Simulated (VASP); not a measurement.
# Ga (P6/mmm) in VASP: a series of runs

Runs on Ga. Level: LDA. Tasks: relaxation of cell and atoms.

Program: VASP 6.6.1. These are calculated values, not measurements. Logs are shortened: lines on timing, memory, paths and dates and some standing lists are left out, and cuts for length are marked.

## Step 1: The cell of the first run

Symmetry: P6/mmm, No. 191, hexagonal system. Conventional cell: a = 4.229 Å, b = 4.229 Å, c = 2.622 Å, α = 90.00°, β = 90.00°, γ = 120.00°. Within 3.5 Å of Ga (site symmetry 6/mmm) lie 14 Ga at 2.62 to 2.77 Å. Within 3.2 Å of Ga (site symmetry -6m2) lie 11 Ga at 2.44 to 2.77 Å.

This isn't the form of Ga at room conditions, which is orthorhombic.

## Step 2: Relaxation of cell and atoms, LDA, target pressure 29 GPa, at which the enthalpy is minimised

INCAR

```
SYSTEM = Ga
  PREC = Accurate
  ENCUT = 600
  EDIFF = 1E-7
  ISMEAR = -1
  SIGMA = 0.08
  LREAL = .False.
  LASPH = .True.
  NELM = 80
  ALGO = Normal
  ISIF = 3
  LWAVE = .False.
  LCHARG = .False.
  GGA = CA
  IBRION = 2
  NSW = 60
  EDIFFG = -0.005
  PSTRESS = 290.0
```

KPOINTS

```
Automatic mesh
0
Gamma
  8 8 12
  0 0 0
```

POSCAR

```
Ga
1.0
    4.2294867895      0.0000000000      0.0000000000
   -2.1147433948      3.6628430047      0.0000000000
    0.0000000000      0.0000000000      2.6222818095
Ga
3
Direct
    0.0000000000      0.0000000000      0.0000000000
    0.3333333333      0.6666666667      0.5000000000
    0.6666666667      0.3333333333      0.5000000000
```

Potentials or basis: VASP PAW LDA potentials, release 64 (Ga_d).

The run is started by

```console
$ cat potpaw_LDA.64/Ga_d/POTCAR > POTCAR
$ mpirun -np 1 vasp_std > vasp.out
```

OUTCAR:

```text
SYSTEM = Ga
   PREC = Accurate
   ENCUT = 600
   EDIFF = 1E-7
   ISMEAR = -1
   LREAL = .False.
   LASPH = .True.
   NELM = 80
   ISIF = 3
   GGA = CA
   IBRION = 2
   NSW = 60
   EDIFFG = -0.005
   PSTRESS = 290.0

 ion  position               nearest neighbor table
   1  0.000  0.000  0.000-   2 2.77   3 2.77   2 2.77   3 2.77   3 2.77   3 2.77   2 2.77   2 2.77
                             3 2.77   3 2.77   2 2.77   2 2.77
   2  0.333  0.667  0.500-   3 2.44   3 2.44   3 2.44   1 2.77   1 2.77   1 2.77   1 2.77   1 2.77
                             1 2.77
   3  0.667  0.333  0.500-   2 2.44   2 2.44   2 2.44   1 2.77   1 2.77   1 2.77   1 2.77   1 2.77
                             1 2.77

  LATTYP: Found a hexagonal cell.
 ALAT       =     4.2294867895
 C/A-ratio  =     0.6200000000

  Lattice vectors:

 A1 = (   4.2294867895,   0.0000000000,   0.0000000000)
 A2 = (  -2.1147433948,   3.6628430047,   0.0000000000)
 A3 = (   0.0000000000,   0.0000000000,   2.6222818095)

Analysis of symmetry for initial positions (statically):
=====================================================================
 Subroutine PRICEL returns:
 Original cell was already a primitive cell.

 Routine SETGRP: Setting up the symmetry group for a
 hexagonal supercell.

 Subroutine GETGRP returns: Found 24 space group operations
 (whereof 24 operations were pure point group operations)
 out of a pool of 24 trial point group operations.

The static configuration has the point symmetry D_6h.

Analysis of symmetry for dynamics (positions and initial velocities):
=====================================================================
 Subroutine PRICEL returns:
 Original cell was already a primitive cell.

 Routine SETGRP: Setting up the symmetry group for a
 hexagonal supercell.

 Subroutine GETGRP returns: Found 24 space group operations
 (whereof 24 operations were pure point group operations)
 out of a pool of 24 trial point group operations.

The dynamic configuration has the point symmetry D_6h.

 Subroutine INISYM returns: Found 24 space group operations
 (whereof 24 operations are pure point group operations),
 and found     1 'primitive' translations

----------------------------------------------------------------------------------------

                                     Primitive cell

  volume of cell :      40.6242

  direct lattice vectors                    reciprocal lattice vectors
     4.229486790  0.000000000  0.000000000     0.236435305  0.136505987  0.000000000
    -2.114743395  3.662843005  0.000000000     0.000000000  0.273011974  0.000000000
     0.000000000  0.000000000  2.622281810     0.000000000  0.000000000  0.381347266

  length of vectors
     4.229486790  4.229486790  2.622281810     0.273011974  0.273011974  0.381347266

  position of ions in fractional coordinates (direct lattice)
     0.000000000  0.000000000  0.000000000
     0.333333333  0.666666667  0.500000000
     0.666666667  0.333333333  0.500000000

  ion indices of the primitive-cell ions
   primitive index   ion index
                 1           1
                 2           2
                 3           3

----------------------------------------------------------------------------------------

 KPOINTS: Automatic mesh

Automatic generation of k-mesh.
 Grid dimensions read from file:
 generate k-points for:    8    8   12

 Generating k-lattice:

  Cartesian coordinates                     Fractional coordinates (reciprocal lattice)
     0.029554413  0.017063248  0.000000000     0.125000000  0.000000000  0.000000000
     0.000000000  0.034126497  0.000000000     0.000000000  0.125000000  0.000000000
     0.000000000  0.000000000  0.031778939     0.000000000  0.000000000  0.083333333

  Length of vectors
     0.034126497  0.034126497  0.031778939

  Shift w.r.t. Gamma in fractional coordinates (k-lattice)
     0.000000000  0.000000000  0.000000000

 Subroutine IBZKPT returns following result:
 ===========================================

 Found     70 irreducible k-points:

 Following reciprocal coordinates:
            Coordinates               Weight
  0.000000  0.000000  0.000000      1.000000
  0.125000  0.000000  0.000000      6.000000
  0.250000  0.000000  0.000000      6.000000
  0.375000  0.000000  0.000000      6.000000
  0.500000  0.000000  0.000000      3.000000
  0.125000  0.125000  0.000000      6.000000
[... 16 lines left out ...]
  0.250000  0.000000  0.166667     12.000000
  0.375000  0.000000  0.166667     12.000000
 [... further k-points ...]
   k-points           NKPTS =     70   k-points in BZ     NKDIM =     70   number of bands    NBANDS=     23
   number of dos      NEDOS =    301   number of ions     NIONS =      3
   total plane-waves  NPLWV =  31104
   dimension x,y,z NGX =    36 NGY =   36 NGZ =   24
   dimension x,y,z NGXF=    72 NGYF=   72 NGZF=   48
   ions per type =               3
   NGX,Y,Z   is equivalent  to a cutoff of  14.15, 14.15, 15.22 a.u.
   NGXF,Y,Z  is equivalent  to a cutoff of  28.30, 28.30, 30.43 a.u.
 SYSTEM =  Ga
   PREC   = accura    normal or accurate (medium, high low for compatibility)
   ISTART =      0    job   : 0-new  1-cont  2-samecut
   ICHARG =      2    charge: 1-file 2-atom 10-const
   ISPIN  =      1    spin polarized calculation?
   LNONCOLLINEAR =      F non collinear calculations
   LSORBIT =      F    spin-orbit coupling
   LASPH  =      T    aspherical Exc in radial PAW
   ENCUT  =  600.0 eV  44.10 Ry    6.64 a.u.   8.45  8.45  5.24*2*pi/ulx,y,z
   NELM   =     80;   NELMIN=  2; NELMDL= -5     # of ELM steps
   EDIFF  = 0.1E-06   stopping-criterion for ELM
   LREAL  =      F    real-space projection
   EDIFFG = -.5E-02   stopping-criterion for IOM
   NSW    =     60    number of steps for IOM
   IBRION =      2    ionic relax: 0-MD 1-quasi-New 2-CG
   NFREE  =      1    steps in history (QN), initial steepest desc. (CG)
   ISIF   =      3    stress and relaxation
   ISYM   =      2    0-nonsym 1-usesym 2-fastsym
   POTIM  = 0.5000    time-step for ionic-motion
   TEBEG  =    0.0;   TEEND  =   0.0 temperature during run
   PSTRESS=  290.0 pullay stress
   NELECT =      39.0000    total number of electrons
   NUPDOWN=      -1.0000    fix difference up-down
   EMIN   =  10.00;   EMAX   =-10.00  energy-range for DOS
   EFERMI =   0.00;   METHOD = LEGACY
   ISMEAR =    -1;   SIGMA  =   0.08  broadening in eV -4-tet -1-fermi 0-gaus
   EFERMI_NEDOS =   21; number of points for ismear=-14 and -15
   IALGO  =     38    algorithm
   IMIX   =      4    mixing-type and parameters
     AMIX     =   0.40;   BMIX     =  1.00
     AMIX_MAG =   1.60;   BMIX_MAG =  1.00
  volume/ion in A,a.u.               =      13.54        91.38
  Fermi-wavevector in a.u.,A,eV,Ry     =   1.614983  3.051875 35.486303  2.608170
  Thomas-Fermi vector in A             =   2.709804
   LORBIT       =      0    0 simple, 1 ext, 2 COOP (PROOUT), +10 PAW based schemes
   GGA     = CA    functional components
   LHFCALC =     F    Hartree Fock is set to
   AEXX    =    0.0000 exact exchange contribution
   IVDW    =     0    specifies the selected vdW correction
   LEPSILON=     F    determine dielectric tensor
   LRPA    =     F    only Hartree local field effects (RPA)
 conjugate gradient relaxation of ions
 non-spin polarized calculation
  energy-cutoff  :      600.00
  volume of cell :       40.62
 maximum number of plane-waves:      1402
 NGX is ok and might be reduce to    36
   NGX = 17   NGY = 17   NGZ = 11

--------------------------------------- Ionic step        1  -------------------------------------------

 number of electron      39.0000003 magnetization

 Free energy of the ion-electron system (eV)
  ---------------------------------------------------
  ext. energy  EPLUGINS =         0.00000000
  ---------------------------------------------------
  free energy    TOTEN  =        -9.73930199 eV

  energy without entropy =       -9.71558531  energy(sigma->0) =       -9.72744365

------------------------ aborting loop because EDIFF is reached ----------------------------------------

  FORCE on cell =-STRESS in cart. coord.  units (eV):
  Direction    XX          YY          ZZ          XY          YZ          ZX
  --------------------------------------------------------------------------------------
  -------------------------------------------------------------------------------------
  Total        7.8138147      7.8138147      7.2944279     -0.0000000     -0.0000000      0.0000000
  in kB      308.1685756    308.1685756    287.6845089     -0.0000000     -0.0000000      0.0000000
  external PRESSURE =      11.3405534 kB  Pullay stress =     290.0000000 kB
[... 96 lines left out ...]
  FREE ENERGIE OF THE ION-ELECTRON SYSTEM (eV)
  ---------------------------------------------------
  free  energy   TOTEN  =        -9.8076687072 eV

  energy  without entropy=       -9.7840887206  energy(sigma->0) =       -9.79587871

  enthalpy is  TOTEN    =        -2.3884121121 eV   P V=        7.4192565951

[... ionic steps 4 to 11 ...]

--------------------------------------- Ionic step       12  -------------------------------------------

 number of electron      38.9999984 magnetization

------------------------ aborting loop because EDIFF is reached ----------------------------------------

  FORCE on cell =-STRESS in cart. coord.  units (eV):
  Direction    XX          YY          ZZ          XY          YZ          ZX
  --------------------------------------------------------------------------------------
  -------------------------------------------------------------------------------------
  Total        7.5237035      7.5237035      7.5453028     -0.0000000     -0.0000000      0.0000000
  in kB      296.2298473    296.2298473    297.0802746     -0.0000000     -0.0000000      0.0000000
  external PRESSURE =       6.5133231 kB  Pullay stress =     290.0000000 kB
[... 63 lines left out ...]
  enthalpy is  TOTEN    =        -2.3992694688 eV   P V=        7.4052345912

--------------------------------------- Ionic step       14  -------------------------------------------

 number of electron      38.9999984 magnetization

 Free energy of the ion-electron system (eV)
  ---------------------------------------------------
  ext. energy  EPLUGINS =         0.00000000
  ---------------------------------------------------
  free energy    TOTEN  =        -9.78966171 eV

  energy without entropy =       -9.76819045  energy(sigma->0) =       -9.77892608

 E-fermi :   8.9254     XC(G=0): -13.0976

 val. band max:        8.9214420710   @ k =   0.1250   0.0000   0.2500
 cond. band min:       8.9898535524   @ k =   0.0000   0.0000   0.3333
 fundamental gap:      0.0684114814
 Fermi energy:         8.9253674263

 k-point     1 :       0.0000    0.0000    0.0000
  band No.  band energies     occupation
      1      -7.0758      2.00000
      2      -6.7617      2.00000
      3      -6.7244      2.00000
      4      -6.6135      2.00000
      5      -6.6135      2.00000
      6      -6.5050      2.00000
[... 613 lines left out ...]
     22      13.4867      0.00000
     23      15.6413      0.00000

 [... further k-points ...]

------------------------ aborting loop because EDIFF is reached ----------------------------------------

  FORCE on cell =-STRESS in cart. coord.  units (eV):
  Direction    XX          YY          ZZ          XY          YZ          ZX
  --------------------------------------------------------------------------------------
  -------------------------------------------------------------------------------------
  Total        7.4044068      7.4044068      7.3982656     -0.0000000     -0.0000000      0.0000000
  in kB      290.5532987    290.5532988    290.3123145     -0.0000000     -0.0000000      0.0000000
  external PRESSURE =       0.4729707 kB  Pullay stress =     290.0000000 kB
[... 18 lines left out ...]
  FREE ENERGIE OF THE ION-ELECTRON SYSTEM (eV)
  ---------------------------------------------------
  free  energy   TOTEN  =        -9.7896617143 eV

  energy  without entropy=       -9.7681904510  energy(sigma->0) =       -9.77892608

  enthalpy is  TOTEN    =        -2.3993550326 eV   P V=        7.3903066817

 reached required accuracy - stopping structural energy minimisation
```

Wall time 7.6 min (1 thread of Intel Xeon Platinum 8488C (Sapphire Rapids), shared host); peak memory 0.2 GiB.

Results:

```yaml
Free_energy: -9.7897 eV
Relaxed_volume: 13.61 Å³/atom
Relaxed_cell: a = 4.308 Å, b = 4.308 Å, c = 2.540 Å, α = 90.00°, β = 90.00°, γ = 120.00°
Space_group_after_relaxing_to_0.1_Å: P6/mmm (No. 191)
Energy_change_on_relaxing_the_run_minimises_the_enthalpy: -16.8 meV/atom
Ionic_steps: 14
Pressure_after_relaxing: 29.0 GPa
```

Step by step:
```csv
step,energy change (eV),largest force (eV/Å),pressure (GPa),volume (Å³)
1,0.0000,0.0000,30.13,40.62
2,-0.1039,0.0000,27.48,41.19
3,-0.0684,0.0000,28.50,40.99
4,-0.0530,0.0000,28.81,40.90
5,-0.0175,0.0000,29.76,40.68
6,0.0667,0.0000,32.04,40.22
7,0.0153,0.0000,30.69,40.48
8,0.0131,0.0000,30.61,40.49
9,0.0073,0.0000,30.46,40.52
10,0.0051,0.0000,30.41,40.53
11,-0.0047,0.0000,30.16,40.58
12,-0.0252,0.0000,29.65,40.69
13,-0.0652,0.0000,28.62,40.91
14,-0.0504,0.0000,29.05,40.83
```

Final structure:
```yaml
crystal:
  lattice:
    - [4.30797, 0.00000, 0.00000]
    - [-2.15398, 3.73081, 0.00000]
    - [0.00000, 0.00000, 2.54038]
  atoms:
    - { symbol: Ga, position: [0.00000, 0.00000, 0.00000] }
    - { symbol: Ga, position: [0.33333, 0.66667, 0.50000] }
    - { symbol: Ga, position: [0.66667, 0.33333, 0.50000] }
```

Caveat: the cell is relaxed towards a set pressure, so the run minimises the enthalpy, not the energy; the highest band is partly filled, so the run has too few bands.

(Part 1 of 2 ends here.)
